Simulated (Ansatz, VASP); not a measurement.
# One calculation of CClO, two programs

```
C O Cl
1.0
     3.44200    0.00000    0.00000
     0.00000    3.43250    0.00000
     0.00000    0.00000    7.29286
C O Cl
2 2 2
Cartesian
  0.0000 1.7162 0.5105
  1.7210 0.0000 6.7824
  0.0000 0.0000 6.8553
  1.7210 1.7162 0.4376
  0.0000 0.0000 2.1879
  1.7210 1.7162 5.1050
```

Alike in both runs: task single point; functional PBE; k mesh 5 × 5 × 3; no spin polarisation.

```csv
,VASP,Ansatz
version,VASP 6.6.1,Ansatz 0.2.0
potentials or method,"VASP PAW PBE potentials, release 64 (C, O, Cl), cutoff 520 eV",PAW plane waves
occupations,tetrahedron,tetrahedron-uncorrected
valence electrons in the cell,34,34
```

```tsv
	VASP	Ansatz	Ansatz less VASP
gap on the k mesh at the Fermi level (eV)	none	none	-
pressure (GPa)	-6.4	-6.2	+0.15
traceless stress, the component that is largest in VASP (GPa)	10.06	10.10	+0.036
rms of the force components (eV/Å)	0.722	0.712	-0.0099
```

Atom by atom the forces differ by 0.011 eV/Å (rms over components). A gap of «none» marks a metal or a gap that the smearing closes. Ansatz's warnings: band table not solved further.

The k mesh is coarse, so the values compare programs but aren't converged.
